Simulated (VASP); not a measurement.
# Si in VASP: single point with LDA

Aim: the single point of Si with LDA.

Everything below comes from runs of VASP 6.6.1. Logs are shortened: lines on timing, memory, paths and dates and some standing lists are left out, and cuts for length are marked.

**1. The cell of the first run**

The typed cell holds 16 atoms: a = 7.627 Å, b = 7.627 Å, c = 7.627 Å, α = 104.49°, β = 104.49°, γ = 119.97°.

**2. Single point, LDA**

File INCAR:

```
SYSTEM = Si
ALGO = Normal
EDIFF = 1E-6
ENCUT = 520
GGA = CA
ISIF = 2
ISMEAR = 0
KPAR = 4
LASPH = .True.
LCHARG = .False.
LREAL = Auto
LWAVE = .False.
NBANDS = 46
NELM = 60
PREC = Accurate
SIGMA = 0.03
```

File KPOINTS:

```
k-points
0
Gamma
  6 6 6
  0 0 0
```

File POSCAR:

```
Si
1.0
   -6.6038701053     -0.0002831713     -3.8152140916
    6.6038586318      0.0001818767     -3.8151942436
   -0.0002267873     -6.6037658096      3.8151165530
Si
16
Direct
    0.5711786479      0.2466688225      0.3178886476
    0.3212161497      0.5032817052      0.8244889248
    0.0711681673      0.7466470948      0.3178807716
    0.8212483079      1.0033632559      0.8245920635
    0.1787630817      0.9967062412      0.1755128667
    0.9287935241      0.2533174156      0.6821182717
    0.6787431509      0.4966217275      0.1754114479
    0.4288244163      0.7533305368      0.6821081557
    0.4966719689      0.3211585276      0.8178378708
    0.2533568540      0.5712696650      0.3245314616
   -0.0032985499      0.8212479068      0.8179317812
    0.7532866620      0.0712035432      0.3245446225
    0.5033220002      0.6787733682      0.1820592106
    0.2466678384      0.9287443419      0.6754594772
    0.0033359205      0.1788504890      0.1821683346
    0.7467218605      0.4288153589      0.6754660922
```

Potentials or basis: VASP PAW LDA potentials, release 64 (Si).

Started as:

```console
$ cat potpaw_LDA.64/Si/POTCAR > POTCAR
$ mpirun -np 4 vasp_std > vasp.out
```

OUTCAR:

```text
SYSTEM = Si
   EDIFF = 1E-6
   ENCUT = 520
   GGA = CA
   ISIF = 2
   ISMEAR = 0
   LASPH = .True.
   LREAL = Auto
   NELM = 60
   PREC = Accurate

 ion  position               nearest neighbor table
   1  0.571  0.247  0.318-   5 2.33   7 2.33  16 2.36  12 2.36
   2  0.321  0.503  0.824-   6 2.33   8 2.33  13 2.36   9 2.36
   3  0.071  0.747  0.318-   5 2.33   7 2.33  10 2.36  14 2.36
   4  0.821  0.003  0.825-   6 2.33   8 2.33  11 2.36  15 2.36
   5  0.179  0.997  0.176-   1 2.33   3 2.33  15 2.36  11 2.36
   6  0.929  0.253  0.682-   4 2.33   2 2.33  12 2.36  16 2.36
[... 8 lines left out ...]
  15  0.003  0.179  0.182-  12 2.33  10 2.33   5 2.36   4 2.36
  16  0.747  0.429  0.675-   9 2.33  11 2.33   6 2.36   1 2.36

  LATTYP: Found a base centered monoclinic cell.
 ALAT       =    29.5325045366
 B/A-ratio  =     0.2583732215
 C/A-ratio  =     0.3162248507
 COS(beta)  =    -0.9486768464

  Lattice vectors:

 A1 = ( -13.2074904763,   6.6034020562,   3.8152719342)
 A2 = ( -13.2075019498,   6.6033007616,  -3.8151364010)
 A3 = (   6.6036318445,  -6.6035839329,  -0.0000776906)

Analysis of symmetry for initial positions (statically):
=====================================================================
 Subroutine PRICEL returns:
 Original cell was already a primitive cell.

 Routine SETGRP: Setting up the symmetry group for a
 base centered monoclinic supercell.

 Subroutine GETGRP returns: Found  1 space group operations
 (whereof  1 operations were pure point group operations)
 out of a pool of  4 trial point group operations.

The static configuration has the point symmetry C_1 .

Analysis of symmetry for dynamics (positions and initial velocities):
=====================================================================
 Subroutine PRICEL returns:
 Original cell was already a primitive cell.

 Routine SETGRP: Setting up the symmetry group for a
 base centered monoclinic supercell.

 Subroutine GETGRP returns: Found  1 space group operations
 (whereof  1 operations were pure point group operations)
 out of a pool of  4 trial point group operations.

The dynamic configuration has the point symmetry C_1 .

 Subroutine INISYM returns: Found  1 space group operations
 (whereof  1 operations are pure point group operations),
 and found     1 'primitive' translations

----------------------------------------------------------------------------------------

                                     Primitive cell

  volume of cell :     332.7675

  direct lattice vectors                    reciprocal lattice vectors
    -6.603870105 -0.000283171 -3.815214092    -0.075710382 -0.075709390 -0.131053466
     6.603858632  0.000181877 -3.815194244     0.075716108 -0.075714721 -0.131053694
    -0.000226787 -6.603765810  3.815116553     0.000005332 -0.151427589  0.000002010

  length of vectors
     7.626726625  7.626706758  7.626587522     0.169230567  0.169235690  0.151427589

  position of ions in fractional coordinates (direct lattice)
     0.571178648  0.246668822  0.317888648
     0.321216150  0.503281705  0.824488925
     0.071168167  0.746647095  0.317880772
     0.821248308  0.003363256  0.824592063
     0.178763082  0.996706241  0.175512867
     0.928793524  0.253317416  0.682118272
[... 8 lines left out ...]
     0.003335920  0.178850489  0.182168335
     0.746721861  0.428815359  0.675466092

  ion indices of the primitive-cell ions
   primitive index   ion index
                 1           1
                 2           2
                 3           3
                 4           4
                 5           5
                 6           6
[... 8 lines left out ...]
                15          15
                16          16

----------------------------------------------------------------------------------------

 KPOINTS: k-points

Automatic generation of k-mesh.
 Grid dimensions read from file:
 generate k-points for:    6    6    6

 Generating k-lattice:

  Cartesian coordinates                     Fractional coordinates (reciprocal lattice)
    -0.012618397 -0.012618232 -0.021842244     0.166666667  0.000000000  0.000000000
     0.012619351 -0.012619120 -0.021842282    -0.000000000  0.166666667  0.000000000
     0.000000889 -0.025237931  0.000000335    -0.000000000 -0.000000000  0.166666667

  Length of vectors
     0.028205094  0.028205948  0.025237931

  Shift w.r.t. Gamma in fractional coordinates (k-lattice)
     0.000000000  0.000000000  0.000000000

 Subroutine IBZKPT returns following result:
 ===========================================

 Found    112 irreducible k-points:

 Following reciprocal coordinates:
            Coordinates               Weight
  0.000000  0.000000  0.000000      1.000000
  0.166667 -0.000000 -0.000000      2.000000
  0.333333 -0.000000 -0.000000      2.000000
  0.500000 -0.000000 -0.000000      1.000000
  0.000000  0.166667  0.000000      2.000000
 -0.166667  0.000000  0.166667      2.000000
[... 16 lines left out ...]
  0.500000  0.333333 -0.000000      2.000000
  0.166667 -0.000000  0.333333      2.000000
 [... further k-points ...]
   k-points           NKPTS =    112   k-points in BZ     NKDIM =    112   number of bands    NBANDS=     46
   number of dos      NEDOS =    301   number of ions     NIONS =     16
   total plane-waves  NPLWV = 216000
   dimension x,y,z NGX =    60 NGY =   60 NGZ =   60
   dimension x,y,z NGXF=   120 NGYF=  120 NGZF=  120
   ions per type =              16
   NGX,Y,Z   is equivalent  to a cutoff of  13.08, 13.08, 13.08 a.u.
   NGXF,Y,Z  is equivalent  to a cutoff of  26.16, 26.16, 26.16 a.u.
 SYSTEM =  Si
   PREC   = accura    normal or accurate (medium, high low for compatibility)
   ISTART =      0    job   : 0-new  1-cont  2-samecut
   ICHARG =      2    charge: 1-file 2-atom 10-const
   ISPIN  =      1    spin polarized calculation?
   LNONCOLLINEAR =      F non collinear calculations
   LSORBIT =      F    spin-orbit coupling
   LASPH  =      T    aspherical Exc in radial PAW
   ENCUT  =  520.0 eV  38.22 Ry    6.18 a.u.  14.18 14.18 14.18*2*pi/ulx,y,z
   NELM   =     60;   NELMIN=  2; NELMDL= -5     # of ELM steps
   EDIFF  = 0.1E-05   stopping-criterion for ELM
   LREAL  =      T    real-space projection
   EDIFFG = 0.1E-04   stopping-criterion for IOM
   NSW    =      0    number of steps for IOM
   IBRION =     -1    ionic relax: 0-MD 1-quasi-New 2-CG
   NFREE  =      0    steps in history (QN), initial steepest desc. (CG)
   ISIF   =      2    stress and relaxation
   ISYM   =      2    0-nonsym 1-usesym 2-fastsym
   POTIM  = 0.5000    time-step for ionic-motion
   TEBEG  =    0.0;   TEEND  =   0.0 temperature during run
   PSTRESS=    0.0 pullay stress
   NELECT =      64.0000    total number of electrons
   NUPDOWN=      -1.0000    fix difference up-down
   EMIN   =  10.00;   EMAX   =-10.00  energy-range for DOS
   EFERMI =   0.00;   METHOD = LEGACY
   ISMEAR =     0;   SIGMA  =   0.03  broadening in eV -4-tet -1-fermi 0-gaus
   EFERMI_NEDOS =   21; number of points for ismear=-14 and -15
   IALGO  =     38    algorithm
   IMIX   =      4    mixing-type and parameters
     AMIX     =   0.40;   BMIX     =  1.00
     AMIX_MAG =   1.60;   BMIX_MAG =  1.00
  volume/ion in A,a.u.               =      20.80       140.35
  Fermi-wavevector in a.u.,A,eV,Ry     =   0.944977  1.785747 12.149748  0.892981
  Thomas-Fermi vector in A             =   2.072834
   LORBIT       =      0    0 simple, 1 ext, 2 COOP (PROOUT), +10 PAW based schemes
   GGA     = CA    functional components
   LHFCALC =     F    Hartree Fock is set to
   AEXX    =    0.0000 exact exchange contribution
   IVDW    =     0    specifies the selected vdW correction
   LEPSILON=     F    determine dielectric tensor
   LRPA    =     F    only Hartree local field effects (RPA)
 non-spin polarized calculation
 Gauss-broadening in eV      SIGMA  =   0.03
  energy-cutoff  :      520.00
  volume of cell :      332.77
 maximum number of plane-waves:      9010
 NGX is ok and might be reduce to    60
   NGX = 29   NGY = 29   NGZ = 29

 number of electron      64.0000002 magnetization

 Free energy of the ion-electron system (eV)
  ---------------------------------------------------
  ext. energy  EPLUGINS =         0.00000000
  ---------------------------------------------------
  free energy    TOTEN  =       -93.53584830 eV

  energy without entropy =      -93.53583839  energy(sigma->0) =      -93.53584334

 E-fermi :   5.6537     XC(G=0):  -9.3873

 val. band max:        5.5984280479   @ k =   0.0000   0.0000   0.0000
 cond. band min:       5.7094933655   @ k =  -0.3333  -0.3333   0.3333
 fundamental gap:      0.1110653176
 Fermi energy:         5.6537315698

 k-point     1 :       0.0000    0.0000    0.0000
  band No.  band energies     occupation
      1      -6.5923      2.00000
      2      -4.4461      2.00000
      3      -4.4460      2.00000
      4      -4.3402      2.00000
      5      -4.3401      2.00000
      6      -3.6659      2.00000
[... 36 lines left out ...]
     43       7.7989      0.00000
     44       7.7989      0.00000

 k-point     2 :       0.1667   -0.0000   -0.0000
  band No.  band energies     occupation
      1      -6.4945      2.00000
      2      -4.6328      2.00000
      3      -4.5430      2.00000
      4      -4.5157      2.00000
      5      -4.2982      2.00000
      6      -3.3375      2.00000
[... 36 lines left out ...]
     43       8.0939      0.00000
     44       8.2828      0.00000

 k-point     3 :       0.3333   -0.0000   -0.0000
  band No.  band energies     occupation
      1      -6.2055      2.00000
      2      -5.1618      2.00000
      3      -4.7068      2.00000
      4      -4.6913      2.00000
      5      -4.1645      2.00000
      6      -3.5499      2.00000
[... 976 lines left out ...]
     43       8.4707      0.00000
     44       8.6425      0.00000

 k-point    24 :       0.1667   -0.0000    0.3333
  band No.  band energies     occupation
      1      -6.0366      2.00000
      2      -5.5960      2.00000
      3      -4.8541      2.00000
      4      -4.5891      2.00000
      5      -3.8652      2.00000
      6      -3.4139      2.00000
[... 36 lines left out ...]
     43       8.4707      0.00000
     44       8.6425      0.00000

 [... further k-points ...]

 [bands above 44 left out]

------------------------ aborting loop because EDIFF is reached ----------------------------------------

  FORCE on cell =-STRESS in cart. coord.  units (eV):
  Direction    XX          YY          ZZ          XY          YZ          ZX
  --------------------------------------------------------------------------------------
  -------------------------------------------------------------------------------------
  Total        0.1217611      0.1216979      0.0437969     -0.0051211     -0.0027062     -0.0001181
  in kB        0.5862436      0.5859394      0.2108693     -0.0246566     -0.0130297     -0.0005684
  external PRESSURE =       0.4610174 kB  Pullay stress =       0.0000000 kB

 VOLUME and BASIS-vectors are now :
 -----------------------------------------------------------------------------
  energy-cutoff  :      520.00
  volume of cell :      332.77
      direct lattice vectors                 reciprocal lattice vectors
    -6.603870105 -0.000283171 -3.815214092    -0.075710382 -0.075709390 -0.131053466
     6.603858632  0.000181877 -3.815194244     0.075716108 -0.075714721 -0.131053694
    -0.000226787 -6.603765810  3.815116553     0.000005332 -0.151427589  0.000002010

 POSITION                                       TOTAL-FORCE (eV/Angst)
 -----------------------------------------------------------------------------------
     -2.14310     -2.09938     -1.90748        -0.001182      0.003283     -0.000391
      1.20214     -5.44473     -0.00010         0.003801     -0.000488     -0.000170
      4.46069     -2.09909     -1.90737        -0.000623      0.003281     -0.000356
     -5.40139     -5.44564     -0.00015         0.004093     -0.000555      0.000051
      5.40154     -1.15892     -3.81505        -0.004178      0.001278     -0.000035
     -4.46091     -4.50477     -1.90764         0.000977     -0.003515     -0.000317
[... 8 lines left out ...]
      1.15903     -1.20297     -0.00008        -0.001252     -0.003252      0.000224
     -2.09957     -4.46075     -1.90794         0.003812      0.000797      0.000420
 -----------------------------------------------------------------------------------
    total drift:                                0.000142      0.000176     -0.000208

  FREE ENERGIE OF THE ION-ELECTRON SYSTEM (eV)
  ---------------------------------------------------
  free  energy   TOTEN  =       -93.5358482962 eV

  energy  without entropy=      -93.5358383858  energy(sigma->0) =      -93.53584334
```

Run time: 21 min. Hardware: 4 MPI ranks of Oxide Virtual Turin-like, shared host; peak memory 1.1 GiB.

Results:

```yaml
Free_energy: -93.5358 eV
Pressure: 0.0 GPa
Largest_force: 0.004 eV/Å
Band_gap_on_the_k_mesh: 0.11 eV
```

Forces in eV/Å, atoms in the order of the input:
```
Si  -0.001  0.003  0.000
Si   0.004  0.000  0.000
Si  -0.001  0.003  0.000
Si   0.004 -0.001  0.000
Si  -0.004  0.001  0.000
Si   0.001 -0.004  0.000
Si  -0.004  0.000  0.000
Si   0.001 -0.004  0.000
Si   0.002  0.003  0.000
Si  -0.004 -0.001  0.000
Si   0.001  0.003  0.000
Si  -0.004 -0.001 -0.001
Si  -0.001 -0.003  0.000
Si   0.004  0.001  0.000
Si  -0.001 -0.003  0.000
Si   0.004  0.001  0.000
```

Caveat: semilocal functionals underestimate gaps, and a narrow one can read as zero. A k mesh can miss the band edges.
